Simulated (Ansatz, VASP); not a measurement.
HgTe in VASP and in Ansatz

```
Hg Te
1.0
    -2.99647    2.99647    1.61097
     2.99647   -2.99647    1.61097
     2.99647    2.99647   -1.61097
Hg Te
1 1
Direct
  0.25000 0.75000 0.50000
  0.00000 0.00000 0.00000
```

Alike in both runs: task single point; functional r2SCAN; k mesh 18 × 18 × 18; occupations gaussian, width 0.15 eV; no spin polarisation.

```csv
,VASP,Ansatz
version,VASP 6.6.1,Ansatz 0.2.0
potentials or method,"VASP PAW PBE potentials, release 64 (Hg, Te), cutoff 520 eV","scalar-relativistic, plane waves, PAW"
valence electrons in the cell,18,36
```

|  | VASP | Ansatz | Ansatz less VASP |
| --- | --- | --- | --- |
| gap on the k mesh at the Fermi level (eV) | none | none | - |
| pressure (GPa) | -1.3 | -1.4 | -0.09 |
| traceless stress, the component that is largest in VASP (GPa) | -0.05 | -0.01 | +0.038 |

VASP's potentials were made for PBE, not for r2SCAN. A gap of «none» marks a metal or a gap that the smearing closes. VASP's potentials hold 18 valence electrons a cell and Ansatz's 36, so a difference there can come from the potentials and not from the codes.

Spin-orbit coupling is off throughout.
